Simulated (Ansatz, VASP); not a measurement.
One calculation of MgO, two programs

The input INCAR:

```
ALGO = Normal
EDIFF = 1E-6
ENCUT = 520
GGA = PE
ISIF = 2
ISMEAR = 0
LASPH = True
LCHARG = False
LREAL = False
LWAVE = False
NBANDS = 16
NELM = 80
PREC = Accurate
SIGMA = 0.05
```

File KPOINTS:

```
k-points
0
Gamma
  9 9 6
```

Contents of POSCAR:

```
MgO
1.0
    3.4861000000      0.0000000000      0.0000000000
   -1.7430500000      3.0190511601      0.0000000000
    0.0000000000      0.0000000000      4.3666000000
Mg O
2 2
Direct
    0.6666666667      0.3333333333      0.7500000000
    0.3333333333      0.6666666667      0.2500000000
    0.6666666667      0.3333333333      0.2500000000
    0.3333333333      0.6666666667      0.7500000000
```

Input for Ansatz:

```yaml
crystal:
  lattice:
    - [3.4861, 0.0, 0.0]
    - [-1.74305, 3.0190511601, 0.0]
    - [0.0, 0.0, 4.3666]
  atoms:
    - { symbol: Mg, position: [0.6666666667, 0.3333333333, 0.75] }
    - { symbol: Mg, position: [0.3333333333, 0.6666666667, 0.25] }
    - { symbol: O, position: [0.6666666667, 0.3333333333, 0.25] }
    - { symbol: O, position: [0.3333333333, 0.6666666667, 0.75] }
basis:
  ecutwfc: 520.0
kpoints:
  mp_grid: { grid: [9, 9, 6] }
hamiltonian:
  xc: pbe
  pseudopotentials: { kind: paw, azcp: { folder: soft_1 } }
scf:
  occupations: { method: gaussian, width: 0.05 }
output:
  forces: true
  stress: true
  eigenvalues: true
```

Alike in both runs: task single point; functional PBE; k mesh 9 × 9 × 6; occupations gaussian, width 0.05 eV; no spin polarisation.

```csv
,VASP,Ansatz
version,VASP 6.6.1,Ansatz 0.2.0
potentials or method,"VASP PAW PBE potentials, release 64 (Mg, O), cutoff 520 eV","scalar-relativistic, plane waves, PAW"
valence electrons in the cell,16,32
```

```tsv
	VASP	Ansatz	Ansatz less VASP
gap on the k mesh at the Fermi level (eV)	3.16	3.18	+0.021
least direct gap on the mesh (eV)	3.16	3.18	+0.021
pressure (GPa)	-1.5	-0.9	+0.56
traceless stress, the component that is largest in VASP (GPa)	-3.69	-3.57	+0.120
```

VASP's potentials hold 16 valence electrons a cell and Ansatz's 32, so a difference there can come from the potentials and not from the codes.
